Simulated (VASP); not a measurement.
Wanted: the native input for a VASP 6.6.1 run.

| Item | Value |
| --- | --- |
| Task | single point |
| Functional | PBEsol |
| Potentials or basis | VASP PAW PBE potentials, release 64 (Sn_d, Se) |
| Cutoff | 520 eV |
| k mesh | 6 × 6 × 4 |
| Occupations | gaussian, width 0.05 eV |
| Spin | no spin polarisation |
| Dipole correction | no |
| Further INCAR settings | ALGO = Normal; EDIFF = 1e-07; NBANDS = 20 |

The structure of SnSe2 lies in POSCAR:

```
SnSe2
1.0
    3.8109987816      0.0000000000      0.0000000000
   -1.9054993908      3.3004217586      0.0000000000
    0.0000000000      0.0000000000      6.1370000000
Sn Se
1 2
Direct
    0.0000000000      0.0000000000      0.0000000000
    0.2894332246      0.6345295566      0.2988838195
    0.6666666667      0.3333333333      0.7500000000
```

This cell differs from its parent crystal: atom 2 (Se) moved by (-0.150, +0.300) A along [1 1 0] and z.

These files were run (other wordings do the same):

INCAR

```
PREC = Accurate
ENCUT = 520
EDIFF = 1E-7
ISMEAR = 0
SIGMA = 0.05
LREAL = F
LASPH = T
NELM = 100
ALGO = Normal
ISIF = 2
LWAVE = F
LCHARG = T
GGA = PS
LELF = T
LVHAR = T
NBANDS = 20
```

KPOINTS

```
Automatic mesh
0
Gamma
  6 6 4
```

Potentials or basis: VASP PAW PBE potentials, release 64 (Sn_d, Se).

Command:

```sh
$ cat potpaw_PBE.64/Sn_d/POTCAR potpaw_PBE.64/Se/POTCAR > POTCAR
$ mpirun -np 1 vasp_std > vasp.out
```

It gave:

The pressure is -1.8 GPa. The largest force is 1.783 eV/Å. The band gap on the k mesh is zero (band 13 reaches 4.60 eV, above the bottom of band 14 at 4.34 eV).

Caveat: the cell differs from its parent crystal (atom 2 (Se) moved by (-0.150, +0.300) A along [1 1 0] and z); the PAW data sets were made with another functional, which shifts forces and pressure a little; spin-orbit coupling is left out, which moves the levels of the heavy elements.

Run time: 80 s on 1 thread of Intel(R) Xeon(R) Platinum 8375C CPU @ 2.90GHz (Ice Lake), on a shared host, peak memory 0.26 GiB.
